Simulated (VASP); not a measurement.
# P in VASP: a series of runs

The runs below take P through single point, with PBE, LDA.

All numbers are computed with VASP 6.6.1; they aren't measurements. Logs are shortened: lines on timing, memory, paths and dates and some standing lists are left out, and cuts for length are marked.

### Step 1. The cell of the first run

The cell holds a slab with vacuum, 8 atoms: a = 3.307 Å, b = 4.324 Å, c = 40.532 Å, α = 90.00°, β = 90.00°, γ = 90.00°.

### Step 2. Single point, PBE

Contents of INCAR:

```
PREC = Accurate
ENCUT = 520
EDIFF = 1E-6
ISMEAR = 0
SIGMA = 0.01
LREAL = False
LASPH = True
NELM = 80
ALGO = Normal
ISIF = 2
LWAVE = False
LCHARG = False
LDIPOL = True
IDIPOL = 3
DIPOL = 0.5 0.5 0.500
GGA = PE
NBANDS = 30
```

Contents of KPOINTS:

```
Automatic mesh
0
Gamma
  10 8 1
```

Contents of POSCAR:

```
P
1.0
    3.3068532700      0.0000000000      0.0000000000
    0.0000000000      4.3241723287      0.0000000000
    0.0000000000      0.0000000000     40.5322295593
P
8
Direct
    0.0000000000      0.5784588627      0.4107252132
    0.5000000000      0.9215411373      0.4107252132
    0.5000000000      0.0777945423      0.4635943145
    0.0000000000      0.4222054577      0.4635943145
    0.5000000000      0.5777945423      0.5364056855
    0.0000000000      0.9222054577      0.5364056855
    0.0000000000      0.0784588627      0.5892747868
    0.5000000000      0.4215411373      0.5892747868
```

Potentials or basis: VASP PAW PBE potentials, release 64 (P).

The run is started by

```
$ cat potpaw_PBE.64/P/POTCAR > POTCAR
$ mpirun -np 1 vasp_std > vasp.out
```

OUTCAR:

```text
PREC = Accurate
   ENCUT = 520
   EDIFF = 1E-6
   ISMEAR = 0
   LREAL = False
   LASPH = True
   NELM = 80
   ISIF = 2
   GGA = PE

 ion  position               nearest neighbor table
   1  0.000  0.578  0.411-   2 2.22   2 2.22   4 2.25
   2  0.500  0.922  0.411-   1 2.22   1 2.22   3 2.25
   3  0.500  0.078  0.464-   4 2.23   4 2.23   2 2.25
   4  0.000  0.422  0.464-   3 2.23   3 2.23   1 2.25
   5  0.500  0.578  0.536-   6 2.23   6 2.23   8 2.25
   6  0.000  0.922  0.536-   5 2.23   5 2.23   7 2.25
   7  0.000  0.078  0.589-   8 2.22   8 2.22   6 2.25
   8  0.500  0.422  0.589-   7 2.22   7 2.22   5 2.25

  LATTYP: Found a simple orthorhombic cell.
 ALAT       =     3.3068532700
 B/A-ratio  =     1.3076396125
 C/A-ratio  =    12.2570390186

  Lattice vectors:

 A1 = (   3.3068532700,   0.0000000000,   0.0000000000)
 A2 = (   0.0000000000,   4.3241723287,   0.0000000000)
 A3 = (   0.0000000000,   0.0000000000,  40.5322295593)

Analysis of symmetry for initial positions (statically):
=====================================================================
 Subroutine PRICEL returns:
 Original cell was already a primitive cell.

 Routine SETGRP: Setting up the symmetry group for a
 simple orthorhombic supercell.

 Subroutine GETGRP returns: Found  8 space group operations
 (whereof  2 operations were pure point group operations)
 out of a pool of  8 trial point group operations.

The static configuration has the point symmetry C_1h.
 The point group associated with its full space group is D_2h.

Analysis of symmetry for dynamics (positions and initial velocities):
=====================================================================
 Subroutine PRICEL returns:
 Original cell was already a primitive cell.

 Routine SETGRP: Setting up the symmetry group for a
 simple orthorhombic supercell.

 Subroutine GETGRP returns: Found  8 space group operations
 (whereof  2 operations were pure point group operations)
 out of a pool of  8 trial point group operations.

The dynamic configuration has the point symmetry C_1h.
 The point group associated with its full space group is D_2h.

 Subroutine INISYM returns: Found  8 space group operations
 (whereof  2 operations are pure point group operations),
 and found     1 'primitive' translations

----------------------------------------------------------------------------------------

                                     Primitive cell

[... 114 lines left out ...]
   NUPDOWN=      -1.0000    fix difference up-down
   EMIN   =  10.00;   EMAX   =-10.00  energy-range for DOS
   EFERMI =   0.00;   METHOD = LEGACY
   ISMEAR =     0;   SIGMA  =   0.01  broadening in eV -4-tet -1-fermi 0-gaus
   EFERMI_NEDOS =   21; number of points for ismear=-14 and -15
   IALGO  =     38    algorithm
   IMIX   =      4    mixing-type and parameters
     AMIX     =   0.40;   BMIX     =  1.00
     AMIX_MAG =   1.60;   BMIX_MAG =  1.00
  volume/ion in A,a.u.               =      72.45       488.91
  Fermi-wavevector in a.u.,A,eV,Ry     =   0.671514  1.268978  6.135298  0.450932
  Thomas-Fermi vector in A             =   1.747357
   LORBIT       =      0    0 simple, 1 ext, 2 COOP (PROOUT), +10 PAW based schemes
   GGA     = PE    functional components
   LHFCALC =     F    Hartree Fock is set to
   AEXX    =    0.0000 exact exchange contribution
   IVDW    =     0    specifies the selected vdW correction
   LEPSILON=     F    determine dielectric tensor
   LRPA    =     F    only Hartree local field effects (RPA)
 non-spin polarized calculation
 Gauss-broadening in eV      SIGMA  =   0.01
  energy-cutoff  :      520.00
  volume of cell :      579.59
 maximum number of plane-waves:     15688
 NGX is ok and might be reduce to    28
   NGX = 13   NGY = 17   NGZ =151

 number of electron      39.9999992 magnetization

 dipolmoment           0.000000      0.000000      0.000000 electrons x Angstroem

 Free energy of the ion-electron system (eV)
  ---------------------------------------------------
  ext. energy  EPLUGINS =         0.00000000
  ---------------------------------------------------
  free energy    TOTEN  =       -42.85045052 eV

  energy without entropy =      -42.85045052  energy(sigma->0) =      -42.85045052

 E-fermi :  -1.4549     XC(G=0):  -2.8392

 val. band max:       -1.5205478514   @ k =   0.0000   0.0000   0.0000
 cond. band min:      -1.3956719113   @ k =   0.0000   0.0000   0.0000
 fundamental gap:      0.1248759401
 Fermi energy:        -1.4549243884

 k-point     1 :       0.0000    0.0000    0.0000
  band No.  band energies     occupation
      1     -17.3438      2.00000
      2     -17.1751      2.00000
      3     -14.7843      2.00000
      4     -14.3953      2.00000
      5     -10.9299      2.00000
      6     -10.8345      2.00000
[... 781 lines left out ...]
     29       3.3540      0.00000
     30       3.3540      0.00000

 [... further k-points ...]

------------------------ aborting loop because EDIFF is reached ----------------------------------------

 vacuum level on the upper side and lower side of the slab       (xc-potential included)        -0.035        -0.035

  FORCE on cell =-STRESS in cart. coord.  units (eV):
  Direction    XX          YY          ZZ          XY          YZ          ZX
  --------------------------------------------------------------------------------------
  -------------------------------------------------------------------------------------
  Total        2.2036185      2.3562092      1.4269237      0.0000000     -0.0000000      0.0000000
  in kB        6.0915608      6.5133740      3.9445088      0.0000000     -0.0000000      0.0000000
  external PRESSURE =       5.5164812 kB  Pullay stress =       0.0000000 kB

 VOLUME and BASIS-vectors are now :
 -----------------------------------------------------------------------------
  energy-cutoff  :      520.00
  volume of cell :      579.59
      direct lattice vectors                 reciprocal lattice vectors
     3.306853270  0.000000000  0.000000000     0.302402290  0.000000000  0.000000000
     0.000000000  4.324172329  0.000000000     0.000000000  0.231258128  0.000000000
     0.000000000  0.000000000 40.532229559     0.000000000  0.000000000  0.024671724

 POSITION                                       TOTAL-FORCE (eV/Angst)
 -----------------------------------------------------------------------------------
      0.00000      2.50136     16.64761        -0.000000      0.043636     -0.067137
      1.65343      3.98490     16.64761        -0.000000     -0.043636     -0.067137
      1.65343      0.33640     18.79051         0.000000      0.043787     -0.081931
      0.00000      1.82569     18.79051         0.000000     -0.043787     -0.081931
      1.65343      2.49848     21.74172         0.000000      0.043787      0.081931
      0.00000      3.98778     21.74172        -0.000000     -0.043787      0.081931
      0.00000      0.33927     23.88462        -0.000000      0.043636      0.067137
      1.65343      1.82282     23.88462        -0.000000     -0.043636      0.067137
 -----------------------------------------------------------------------------------
    total drift:                               -0.000000      0.000000      0.000000

  FREE ENERGIE OF THE ION-ELECTRON SYSTEM (eV)
  ---------------------------------------------------
  free  energy   TOTEN  =       -42.8504505181 eV

  energy  without entropy=      -42.8504505181  energy(sigma->0) =      -42.85045052

 vacuum level on the upper side and lower side of the slab         2.868         2.868
```

OSZICAR:

```text
N       E                     dE             d eps       ncg     rms          rms(c)
DAV:   1     0.292448521772E+03    0.29245E+03   -0.12679E+04  1800   0.948E+02
DAV:   2    -0.403837095247E+01   -0.29649E+03   -0.28448E+03  2786   0.183E+02
DAV:   3    -0.420123982408E+02   -0.37974E+02   -0.37675E+02  2172   0.708E+01
[... 16 lines left out ...]
DAV:  20    -0.428504404534E+02   -0.11229E-04   -0.24968E-07  1538   0.111E-03    0.148E-03
DAV:  21    -0.428504452193E+02   -0.47658E-05   -0.99399E-08  1630   0.768E-04    0.668E-04
DAV:  22    -0.428504486596E+02   -0.34404E-05   -0.79949E-08  1496   0.596E-04    0.305E-04
DAV:  23    -0.428504499924E+02   -0.13328E-05   -0.29801E-08  1542   0.340E-04    0.934E-05
DAV:  24    -0.428504505181E+02   -0.52566E-06   -0.62731E-09  1272   0.189E-04
   1 F= -.42850451E+02 E0= -.42850451E+02  d E =-.399055E-19
```

stdout:

```text
POSCAR found type information on POSCAR P
 POSCAR found :  1 types and       8 ions
 scaLAPACK will be used
 LDA part: xc-table for (Slater+PW92), standard interpolation
 POSCAR, INCAR and KPOINTS ok, starting setup
 FFT: planning ... GRIDC
 FFT: planning ... GRID_SOFT
 FFT: planning ... GRID
 WAVECAR not read
 entering main loop
```

It took 20 min on 1 thread of Oxide Virtual Turin-like, shared host; peak memory 0.75 GiB.

What came out:

* Free energy: -42.8505 eV
* Largest force: 0.093 eV/Å
* Band gap on the k mesh: 0.12 eV, direct

Forces on the atoms (eV/Å):
```
P    0.000  0.044 -0.067
P    0.000 -0.044 -0.067
P    0.000  0.044 -0.082
P    0.000 -0.044 -0.082
P    0.000  0.044  0.082
P    0.000 -0.044  0.082
P    0.000  0.044  0.067
P    0.000 -0.044  0.067
```

### Step 3. Single point, LDA

Contents of INCAR:

```
SYSTEM = P
  ALGO = Normal
  DIPOL = 0.5 0.5 0.500
  EDIFF = 1E-6
  ENCUT = 520
  IDIPOL = 3
  ISIF = 2
  ISMEAR = 0
  LASPH = .TRUE.
  LCHARG = .FALSE.
  LDIPOL = .TRUE.
  LREAL = .FALSE.
  LWAVE = .FALSE.
  NBANDS = 30
  NELM = 60
  PREC = Accurate
  SIGMA = 0.01
```

Contents of KPOINTS:

```
k-points
0
G
  10 8 1
  0 0 0
```

POSCAR is that of step 2.

Potentials or basis: VASP PAW LDA potentials, release 64 (P).

The run is started by

```
$ cat potpaw_LDA.64/P/POTCAR > POTCAR
$ mpirun -np 1 vasp_std > vasp.out
```

It took 17 min on 1 thread of Oxide Virtual Turin-like, shared host; peak memory 0.62 GiB.

Results (log left out):

* Free energy: -47.8506 eV
* Largest force: 0.207 eV/Å
* Band gap on the k mesh: 0.03 eV, direct

Forces on the atoms (eV/Å):
```
P    0.000  0.138  0.155
P    0.000 -0.138  0.155
P    0.000  0.109 -0.133
P    0.000 -0.109 -0.133
P    0.000  0.109  0.133
P    0.000 -0.109  0.133
P    0.000  0.138 -0.155
P    0.000 -0.138 -0.155
```

Levels at points of the mesh, in eV from the valence-band top:
```csv
k point,band 17,band 18,band 19,band 20,band 21,band 22,band 23,band 24
"(0.00, 0.00, 0.00)",-2.33,-2.24,-1.00,0.00,0.03,0.71,0.74,1.03
"(0.50, 0.00, 0.00)",-2.81,-2.81,-2.43,-2.43,0.67,0.67,0.75,0.75
"(0.00, 0.50, 0.00)",-1.47,-1.47,-1.21,-1.21,1.43,1.43,1.48,1.48
"(0.50, 0.50, 0.00)",-2.07,-2.07,-2.07,-2.07,1.87,1.87,1.87,1.87
```
